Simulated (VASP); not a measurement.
Input of a VASP 6.6.1 run:

INCAR

```
SYSTEM = KCl
ALGO = Normal ; EDIFF = 1E-8
ENCUT = 520 ; GGA = PS
ISIF = 2 ; ISMEAR = -1
LASPH = .TRUE. ; LCHARG = .FALSE.
LEFG = .TRUE. ; LREAL = .FALSE.
LWAVE = .FALSE. ; NBANDS = 15
NELM = 100 ; PREC = Accurate
SIGMA = 0.02
```

File KPOINTS:

```
k-points
0
G
  7 7 7
  0 0 0
```

POSCAR

```
KCl
1.0
    3.6340000000      0.0000000000      0.0000000000
    0.0000000000      3.6340000000      0.0000000000
    0.0000000000      0.0000000000      3.6340000000
K Cl
1 1
Direct
    0.0000000000      0.0000000000      0.0000000000
    0.5000000000      0.5000000000      0.5000000000
```

Potentials or basis: VASP PAW PBE potentials, release 64 (K_sv, Cl).

Run with:

```sh
$ cat potpaw_PBE.64/K_sv/POTCAR potpaw_PBE.64/Cl/POTCAR > POTCAR
$ mpirun -np 1 vasp_std > vasp.out
```

Question: Predict the pressure.

Answer: 2.4 GPa.

Question: Predict the band gap on the k mesh.

Answer: 5.40 eV, indirect (least direct gap 5.60 eV).

Caveat: without QUAD_EFG the Cq values of the log hold for a quadrupole moment of 1 mb, not for the nuclei; the PAW data sets were made with another functional, which shifts forces and pressure a little. A k mesh can miss the band edges.
